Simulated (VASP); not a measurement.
The system is Zr.

```xyz
4
Lattice="4.9524 0.0000 0.0000 -2.4762 4.2889 0.0000 0.0000 0.0000 4.8084" Properties=species:S:1:pos:R:3 pbc="T T T"
Zr    0.0000    0.0000    1.2021
Zr    0.0000    0.0000    3.6063
Zr    0.0000    2.8593    3.6063
Zr    2.4762    1.4296    1.2021
```

```yaml
Program: VASP 6.6.1
Task: relaxation of cell and atoms
Functional: PBEsol
Potentials_or_basis: VASP PAW PBE potentials, release 64 (Zr_sv)
Cutoff: 600 eV
k_mesh: 6 × 6 × 4
Occupations: gaussian, width 0.1 eV
Spin: no spin polarisation
```

At the start: pressure 0.9 GPa; volume 25.53 Å³/atom.

Problem. How do energy, volume and symmetry change on relaxing?

Solution. Over 4 steps the energy falls by 12.5 meV/atom and the volume is 25.63 Å³/atom (+0.4 %); space group P6_3/mmc (No. 194, to 0.1 Å) before and after.

Step by step:
```csv
step,energy change (eV),largest force (eV/Å),pressure (GPa),volume (Å³)
1,0.0000,0.0000,0.90,102.13
2,-0.0392,0.0000,-1.06,104.18
3,-0.0484,0.0000,-0.48,103.56
4,-0.0499,0.0000,0.08,102.53
```

Final structure:
```
Zr
1.0
     4.89855    0.00000    0.00000
    -2.44927    4.24227    0.00000
     0.00000    0.00000    4.93366
Zr
4
Cartesian
  2.4493 4.2423 1.2334
  4.8985 0.0000 3.7002
  0.0000 2.8282 3.7002
  2.4493 1.4141 1.2334
```

Caveat: the PAW data sets were made with another functional, which shifts forces and pressure a little.
